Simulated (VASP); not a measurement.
# BN (F-43m) in VASP: notebook

The runs below take BN through single point, with r2SCAN.

Everything below comes from runs of VASP 6.6.1. Logs are shortened: lines on timing, memory, paths and dates and some standing lists are left out, and cuts for length are marked.

## Step 1: The cell of the first run

The structure is cubic, space group F-43m (No. 216). Conventional cell: a = 3.610 Å, b = 3.610 Å, c = 3.610 Å, α = 90.00°, β = 90.00°, γ = 90.00°. Within 2.1 Å of B (site symmetry -43m) lie 4 N at 1.56 Å. Within 2.1 Å of N (site symmetry -43m) lie 4 B at 1.56 Å.

## Step 2: Single point, r2SCAN

POSCAR

```
BN
1.0
    0.0000000000      1.8048137558      1.8048137558
    1.8048137558      0.0000000000      1.8048137558
    1.8048137558      1.8048137558      0.0000000000
B N
1 1
Direct
    0.0000000000      0.0000000000      0.0000000000
    0.7500000000      0.7500000000      0.7500000000
```

INCAR.step1

```
SYSTEM = BN
PREC = Accurate ; ENCUT = 1460
ISMEAR = 0 ; SIGMA = 0.05
LREAL = .False. ; LASPH = .True.
NELM = 120 ; NBANDS = 11
GGA = PE ; ALGO = Normal
EDIFF = 1E-5 ; LWAVE = .True.
LCHARG = .False. ; GGA_COMPAT = .False.
```

INCAR.step2

```
SYSTEM = BN
PREC = Accurate ; ENCUT = 1460
EDIFF = 1E-6 ; ISMEAR = 0
SIGMA = 0.05 ; LREAL = .False.
LASPH = .True. ; NELM = 120
ALGO = Normal ; ISIF = 2
LWAVE = .False. ; LCHARG = .False.
METAGGA = R2SCAN ; LMIXTAU = .True.
NBANDS = 11 ; ISTART = 1
GGA_COMPAT = .False.
```

KPOINTS

```
Automatic mesh
0
Gamma
  12 12 12
  0 0 0
```

Potentials or basis: VASP PAW PBE potentials, release 64 (B_h, N_h).

Launch:

```console
$ cat potpaw_PBE.64/B_h/POTCAR potpaw_PBE.64/N_h/POTCAR > POTCAR
$ cp INCAR.step1 INCAR
$ mpirun -np 1 vasp_std > vasp.out
$ cp INCAR.step2 INCAR
$ mpirun -np 1 vasp_std > vasp.out
```

OUTCAR:

```text
SYSTEM = BN
   PREC = Accurate
   ENCUT = 1460
   EDIFF = 1E-6
   ISMEAR = 0
   LREAL = .False.
   LASPH = .True.
   NELM = 120
   ISIF = 2
   METAGGA = R2SCAN
   ISTART = 1

 ion  position               nearest neighbor table
   1  0.000  0.000  0.000-
   2  0.750  0.750  0.750-

  LATTYP: Found a face centered cubic cell.
 ALAT       =     3.6096275116

  Lattice vectors:

 A1 = (   0.0000000000,   1.8048137558,   1.8048137558)
 A2 = (   1.8048137558,   0.0000000000,   1.8048137558)
 A3 = (   1.8048137558,   1.8048137558,   0.0000000000)

Analysis of symmetry for initial positions (statically):
=====================================================================
 Subroutine PRICEL returns:
 Original cell was already a primitive cell.

 Routine SETGRP: Setting up the symmetry group for a
 face centered cubic supercell.

 Subroutine GETGRP returns: Found 24 space group operations
 (whereof 24 operations were pure point group operations)
 out of a pool of 48 trial point group operations.

The static configuration has the point symmetry T_d .

Analysis of symmetry for dynamics (positions and initial velocities):
=====================================================================
 Subroutine PRICEL returns:
 Original cell was already a primitive cell.

 Routine SETGRP: Setting up the symmetry group for a
 face centered cubic supercell.

 Subroutine GETGRP returns: Found 24 space group operations
 (whereof 24 operations were pure point group operations)
 out of a pool of 48 trial point group operations.

The dynamic configuration has the point symmetry T_d .

 Subroutine INISYM returns: Found 24 space group operations
 (whereof 24 operations are pure point group operations),
 and found     1 'primitive' translations

----------------------------------------------------------------------------------------

                                     Primitive cell

  volume of cell :      11.7578

  direct lattice vectors                    reciprocal lattice vectors
     0.000000000  1.804813756  1.804813756    -0.277036896  0.277036896  0.277036896
     1.804813756  0.000000000  1.804813756     0.277036896 -0.277036896  0.277036896
     1.804813756  1.804813756  0.000000000     0.277036896  0.277036896 -0.277036896

  length of vectors
     2.552392091  2.552392091  2.552392091     0.479841979  0.479841979  0.479841979

  position of ions in fractional coordinates (direct lattice)
     0.000000000  0.000000000  0.000000000
     0.750000000  0.750000000  0.750000000

  ion indices of the primitive-cell ions
   primitive index   ion index
                 1           1
                 2           2

----------------------------------------------------------------------------------------

 KPOINTS: Automatic mesh

Automatic generation of k-mesh.
 Grid dimensions read from file:
 generate k-points for:   12   12   12

 Generating k-lattice:

  Cartesian coordinates                     Fractional coordinates (reciprocal lattice)
    -0.023086408  0.023086408  0.023086408     0.083333333  0.000000000  0.000000000
     0.023086408 -0.023086408  0.023086408     0.000000000  0.083333333  0.000000000
     0.023086408  0.023086408 -0.023086408     0.000000000  0.000000000  0.083333333

  Length of vectors
     0.039986832  0.039986832  0.039986832

  Shift w.r.t. Gamma in fractional coordinates (k-lattice)
     0.000000000  0.000000000  0.000000000

 Subroutine IBZKPT returns following result:
 ===========================================

 Found     72 irreducible k-points:

 Following reciprocal coordinates:
            Coordinates               Weight
  0.000000  0.000000  0.000000      1.000000
  0.083333  0.000000  0.000000      8.000000
  0.166667  0.000000  0.000000      8.000000
  0.250000  0.000000  0.000000      8.000000
  0.333333  0.000000  0.000000      8.000000
  0.416667  0.000000  0.000000      8.000000
[... 16 lines left out ...]
  0.500000  0.166667  0.000000     24.000000
 -0.416667  0.166667  0.000000     24.000000
 [... further k-points ...]
   k-points           NKPTS =     72   k-points in BZ     NKDIM =     72   number of bands    NBANDS=     11
   number of dos      NEDOS =    301   number of ions     NIONS =      2
   total plane-waves  NPLWV =  32768
   dimension x,y,z NGX =    32 NGY =   32 NGZ =   32
   dimension x,y,z NGXF=    64 NGYF=   64 NGZF=   64
   ions per type =               1   1
   NGX,Y,Z   is equivalent  to a cutoff of  20.84, 20.84, 20.84 a.u.
   NGXF,Y,Z  is equivalent  to a cutoff of  41.69, 41.69, 41.69 a.u.
 SYSTEM =  BN
   PREC   = accura    normal or accurate (medium, high low for compatibility)
   ISTART =      1    job   : 0-new  1-cont  2-samecut
   ICHARG =      0    charge: 1-file 2-atom 10-const
   ISPIN  =      1    spin polarized calculation?
   LNONCOLLINEAR =      F non collinear calculations
   LSORBIT =      F    spin-orbit coupling
   LASPH  =      T    aspherical Exc in radial PAW
   ENCUT  = 1460.0 eV 107.31 Ry   10.36 a.u.   7.95  7.95  7.95*2*pi/ulx,y,z
   NELM   =    120;   NELMIN=  2; NELMDL=  0     # of ELM steps
   EDIFF  = 0.1E-05   stopping-criterion for ELM
   LREAL  =      F    real-space projection
   EDIFFG = 0.1E-04   stopping-criterion for IOM
   NSW    =      0    number of steps for IOM
   IBRION =     -1    ionic relax: 0-MD 1-quasi-New 2-CG
   NFREE  =      0    steps in history (QN), initial steepest desc. (CG)
   ISIF   =      2    stress and relaxation
   ISYM   =      2    0-nonsym 1-usesym 2-fastsym
   POTIM  = 0.5000    time-step for ionic-motion
   TEBEG  =    0.0;   TEEND  =   0.0 temperature during run
   PSTRESS=    0.0 pullay stress
   NELECT =       8.0000    total number of electrons
   NUPDOWN=      -1.0000    fix difference up-down
   EMIN   =  10.00;   EMAX   =-10.00  energy-range for DOS
   EFERMI =   0.00;   METHOD = LEGACY
   ISMEAR =     0;   SIGMA  =   0.05  broadening in eV -4-tet -1-fermi 0-gaus
   EFERMI_NEDOS =   21; number of points for ismear=-14 and -15
   IALGO  =     38    algorithm
   IMIX   =      4    mixing-type and parameters
     AMIX     =   0.40;   BMIX     =  1.00
     AMIX_MAG =   1.60;   BMIX_MAG =  1.00
  volume/ion in A,a.u.               =       5.88        39.67
  Fermi-wavevector in a.u.,A,eV,Ry     =   1.439889  2.720996 28.208703  2.073281
  Thomas-Fermi vector in A             =   2.558695
   LORBIT       =      0    0 simple, 1 ext, 2 COOP (PROOUT), +10 PAW based schemes
   METAGGA = R2SCAN    functional components
   LHFCALC =     F    Hartree Fock is set to
   AEXX    =    0.0000 exact exchange contribution
   IVDW    =     0    specifies the selected vdW correction
   LEPSILON=     F    determine dielectric tensor
   LRPA    =     F    only Hartree local field effects (RPA)
 non-spin polarized calculation
 Gauss-broadening in eV      SIGMA  =   0.05
  energy-cutoff  :     1460.00
  volume of cell :       11.76
 maximum number of plane-waves:      1524
   NGX = 15   NGY = 15   NGZ = 15

 number of electron       8.0000000 magnetization

 Free energy of the ion-electron system (eV)
  ---------------------------------------------------
  ext. energy  EPLUGINS =         0.00000000
  ---------------------------------------------------
  free energy    TOTEN  =       -19.20398827 eV

  energy without entropy =      -19.20398827  energy(sigma->0) =      -19.20398827

 E-fermi :   9.2308     XC(G=0): -13.7801

 val. band max:        8.9855656899   @ k =   0.0000   0.0000   0.0000
 cond. band min:      13.9836112332   @ k =   0.5000   0.5000   0.0000
 fundamental gap:      4.9980455433
 Fermi energy:         9.2308146045

 k-point     1 :       0.0000    0.0000    0.0000
  band No.  band energies     occupation
      1     -12.3489      2.00000
      2       8.9856      2.00000
      3       8.9856      2.00000
      4       8.9856      2.00000
      5      18.5573      0.00000
      6      18.5573      0.00000
      7      18.5573      0.00000
      8      20.1256      0.00000
      9      35.2153      0.00000
     10      37.7434      0.00000
     11      37.7434      0.00000

 k-point     2 :       0.0833    0.0000    0.0000
  band No.  band energies     occupation
      1     -12.1734      2.00000
      2       8.0323      2.00000
      3       8.7990      2.00000
      4       8.7990      2.00000
      5      18.7818      0.00000
      6      18.8460      0.00000
      7      18.8460      0.00000
      8      20.7140      0.00000
      9      35.0103      0.00000
     10      35.6471      0.00000
     11      35.6471      0.00000

 k-point     3 :       0.1667    0.0000    0.0000
  band No.  band energies     occupation
      1     -11.6539      2.00000
      2       5.8350      2.00000
      3       8.3436      2.00000
      4       8.3436      2.00000
      5      19.0960      0.00000
      6      19.5168      0.00000
      7      19.5168      0.00000
      8      22.1363      0.00000
      9      34.0434      0.00000
     10      34.0434      0.00000
     11      34.4336      0.00000

 k-point     4 :       0.2500    0.0000    0.0000
  band No.  band energies     occupation
      1     -10.8166      2.00000
      2       3.2559      2.00000
      3       7.8154      2.00000
      4       7.8154      2.00000
      5      19.3787      0.00000
      6      20.1520      0.00000
      7      20.1520      0.00000
      8      23.5889      0.00000
      9      33.6538      0.00000
     10      33.6538      0.00000
     11      33.8552      0.00000
[... 239 lines left out ...]
 k-point    22 :       0.4167    0.1667    0.0000
  band No.  band energies     occupation
      1      -8.8104      2.00000
      2       0.4471      2.00000
      3       5.7088      2.00000
      4       5.9113      2.00000
      5      18.1980      0.00000
      6      22.2925      0.00000
      7      22.8428      0.00000
      8      23.7409      0.00000
      9      30.7151      0.00000
     10      36.7935      0.00000
     11      38.8327      0.00000

 k-point    23 :       0.5000    0.1667    0.0000
  band No.  band energies     occupation
      1      -7.8372      2.00000
      2      -1.1433      2.00000
      3       5.0969      2.00000
      4       5.9864      2.00000
      5      18.5565      0.00000
      6      22.2106      0.00000
      7      22.5692      0.00000
      8      25.1807      0.00000
      9      31.1198      0.00000
     10      37.0284      0.00000
     11      38.0614      0.00000

 k-point    24 :      -0.4167    0.1667    0.0000
  band No.  band energies     occupation
      1      -7.6550      2.00000
      2      -1.4119      2.00000
      3       4.6781      2.00000
      4       6.3149      2.00000
      5      19.0273      0.00000
      6      22.0596      0.00000
      7      22.1477      0.00000
      8      25.8721      0.00000
      9      31.4125      0.00000
     10      35.6093      0.00000
     11      37.3383      0.00000

 [... further k-points ...]

------------------------ aborting loop because EDIFF is reached ----------------------------------------

  FORCE on cell =-STRESS in cart. coord.  units (eV):
  Direction    XX          YY          ZZ          XY          YZ          ZX
  --------------------------------------------------------------------------------------
  -------------------------------------------------------------------------------------
  Total       -0.0315372     -0.0315372     -0.0315372      0.0000000      0.0000000      0.0000000
  in kB       -4.2974050     -4.2974050     -4.2974050      0.0000000      0.0000000      0.0000000
  external PRESSURE =      -4.2974050 kB  Pullay stress =       0.0000000 kB

 VOLUME and BASIS-vectors are now :
 -----------------------------------------------------------------------------
  energy-cutoff  :     1460.00
  volume of cell :       11.76
      direct lattice vectors                 reciprocal lattice vectors
     0.000000000  1.804813756  1.804813756    -0.277036896  0.277036896  0.277036896
     1.804813756  0.000000000  1.804813756     0.277036896 -0.277036896  0.277036896
     1.804813756  1.804813756  0.000000000     0.277036896  0.277036896 -0.277036896

 POSITION                                       TOTAL-FORCE (eV/Angst)
 -----------------------------------------------------------------------------------
      0.00000      0.00000      0.00000         0.000000      0.000000     -0.000000
      2.70722      2.70722      2.70722        -0.000000     -0.000000      0.000000
 -----------------------------------------------------------------------------------
    total drift:                                0.000000      0.000000      0.000000

  FREE ENERGIE OF THE ION-ELECTRON SYSTEM (eV)
  ---------------------------------------------------
  free  energy   TOTEN  =       -19.2039882732 eV

  energy  without entropy=      -19.2039882732  energy(sigma->0) =      -19.20398827
```

It took 67 s on 1 thread of AMD EPYC 9R45 (Zen 5), shared host; peak memory 0.17 GiB.

Results:

| Property | Result |
| --- | --- |
| Free energy | -19.2040 eV |
| Pressure | -0.4 GPa |
| Band gap on the k mesh | 5.00 eV (least direct gap 9.57 eV) |

Caveat: the PAW data sets were made with another functional, which shifts forces and pressure a little.

## Step 3: Single point, r2SCAN

This run uses another cell than the first one: it holds 8 atoms, not 2.

POSCAR

```
BN
1.0
    3.6096275117      0.0000000000      0.0000000000
    0.0000000000     -3.6096275117      0.0000000000
    0.0000000000      0.0000000000     -3.6096275117
B N
4 4
Direct
    0.0000000000      0.0000000000      0.0000000000
    0.5000000000      0.5000000000      0.0000000000
    0.5000000000      0.0000000000      0.5000000000
    0.0000000000      0.5000000000      0.5000000000
    0.7500000000      0.7500000000      0.7500000000
    0.2500000000      0.2500000000      0.7500000000
    0.2500000000      0.7500000000      0.2500000000
    0.7500000000      0.2500000000      0.2500000000
```

INCAR.step1

```
SYSTEM = BN
PREC     = Accurate       ! precision mode
ENCUT    = 1460           ! plane-wave cutoff, eV
ISMEAR   = 0              ! smearing method
SIGMA    = 0.05           ! smearing width, eV
LREAL    = .FALSE.        ! projectors in reciprocal space
LASPH    = .TRUE.         ! aspherical terms in the spheres
NELM     = 120            ! most SCF steps
NBANDS   = 26             ! bands
GGA      = PE             ! functional
ALGO     = Normal         ! electronic algorithm
EDIFF    = 1E-5           ! SCF threshold, eV
LWAVE    = .TRUE.         ! write WAVECAR
LCHARG   = .FALSE.        ! write CHGCAR
GGA_COMPAT= .FALSE.
```

INCAR.step2

```
SYSTEM = BN
PREC     = Accurate       ! precision mode
ENCUT    = 1460           ! plane-wave cutoff, eV
EDIFF    = 1E-6           ! SCF threshold, eV
ISMEAR   = 0              ! smearing method
SIGMA    = 0.05           ! smearing width, eV
LREAL    = .FALSE.        ! projectors in reciprocal space
LASPH    = .TRUE.         ! aspherical terms in the spheres
NELM     = 120            ! most SCF steps
ALGO     = Normal         ! electronic algorithm
ISIF     = 2              ! what is computed and relaxed
LWAVE    = .FALSE.        ! write WAVECAR
LCHARG   = .FALSE.        ! write CHGCAR
METAGGA  = R2SCAN         ! meta-GGA
LMIXTAU  = .TRUE.       
NBANDS   = 26             ! bands
ISTART   = 1            
GGA_COMPAT= .FALSE.
```

KPOINTS

```
regular mesh
0
G
  6 6 6
  0 0 0
```

Potentials or basis: VASP PAW PBE potentials, release 64 (B_h, N_h).

Launch:

```console
$ cat potpaw_PBE.64/B_h/POTCAR potpaw_PBE.64/N_h/POTCAR > POTCAR
$ cp INCAR.step1 INCAR
$ mpirun -np 1 vasp_std > vasp.out
$ cp INCAR.step2 INCAR
$ mpirun -np 1 vasp_std > vasp.out
```

It took 4.5 min on 1 thread of Intel Xeon Platinum 8259CL at 2.50GHz (Skylake/Cascade Lake), shared host; peak memory 0.4 GiB.

Results (log left out):

```yaml
Free_energy: -76.8159 eV
Pressure: -0.5 GPa
Band_gap_on_the_k_mesh: 5.00 eV
```

Levels at points of the mesh, in eV from the valence-band top:
```tsv
k point	band 12	band 13	band 14	band 15	band 16	band 17	band 18	band 19	band 20	band 21
(0.00, 0.00, 0.00)	-5.11	-5.11	0.00	0.00	0.00	5.00	5.00	5.00	9.57	9.57
(0.50, 0.00, 0.00)	-4.21	-3.13	-3.13	-3.13	-3.13	7.45	7.45	10.36	10.36	12.31
(0.50, 0.50, 0.00)	-5.84	-2.18	-2.18	-2.18	-2.18	10.47	10.47	10.47	10.47	13.11
(0.50, 0.50, 0.50)	-2.02	-2.02	-2.02	-2.02	-2.02	10.85	10.85	10.85	10.85	11.51
```

Caveat: the PAW data sets were made with another functional, which shifts forces and pressure a little. A k mesh can miss the band edges.
